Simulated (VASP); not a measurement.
Input of a VASP 6.6.1 run:

INCAR

```
SYSTEM = Os3N2
PREC = Accurate
ENCUT = 600
EDIFF = 1E-6
ISMEAR = 0
SIGMA = 0.1
LREAL = .False.
LASPH = .True.
NELM = 100
ALGO = Normal
ISIF = 3
LWAVE = .False.
LCHARG = .False.
GGA = PE
IBRION = 2
NSW = 100
EDIFFG = -0.01
```

The input KPOINTS:

```
Automatic mesh
0
Gamma
  12 12 4
  0 0 0
```

File POSCAR:

```
Os3N2
1.0
    3.0379071632      0.0000000000      0.0000000000
   -1.5189535816      2.6309047777      0.0000000000
    0.0000000000      0.0000000000      9.5846456399
Os N
3 2
Direct
    0.0000000000      0.0000000000      0.0000000000
    0.3333333333      0.6666666667      0.7704747904
    0.6666666667      0.3333333333      0.2295252096
    0.3333333333      0.6666666667      0.3056896690
    0.6666666667      0.3333333333      0.6943103310
```

Potentials or basis: VASP PAW PBE potentials, release 64 (Os, N).

The run is started by

```console
$ cat potpaw_PBE.64/Os/POTCAR potpaw_PBE.64/N/POTCAR > POTCAR
$ mpirun -np 1 vasp_std > vasp.out
```

Question: Estimate the band gap on the k mesh.

Answer: Zero (bands 17 and 18 overlap by 0.43 eV).

Question: Estimate the relaxed cell.

Answer: a = 3.044 Å, b = 3.044 Å, c = 9.594 Å, α = 90.00°, β = 90.00°, γ = 120.00°.

Question: What does it give for the relaxed volume?

Answer: 15.40 Å³/atom.

Step by step:
| step | energy change (eV) | largest force (eV/Å) | pressure (GPa) | volume (Å³) |
| --- | --- | --- | --- | --- |
| 1 | 0.0000 | 0.2675 | 2.17 | 76.60 |
| 2 | 0.0508 | 0.6847 | -7.00 | 78.93 |
| 3 | -0.0059 | 0.0590 | -0.20 | 77.16 |
| 4 | -0.0059 | 0.0622 | -0.15 | 77.15 |
| 5 | -0.0061 | 0.0184 | 0.05 | 77.01 |
| 6 | -0.0061 | 0.0190 | 0.04 | 77.03 |
| 7 | -0.0062 | 0.0079 | -0.08 | 77.04 |
| 8 | -0.0062 | 0.0126 | -0.13 | 77.05 |
| 9 | -0.0062 | 0.0109 | -0.10 | 77.04 |
| 10 | -0.0062 | 0.0058 | -0.02 | 77.01 |

Caveat: spin-orbit coupling is left out, which moves the levels of the heavy elements.
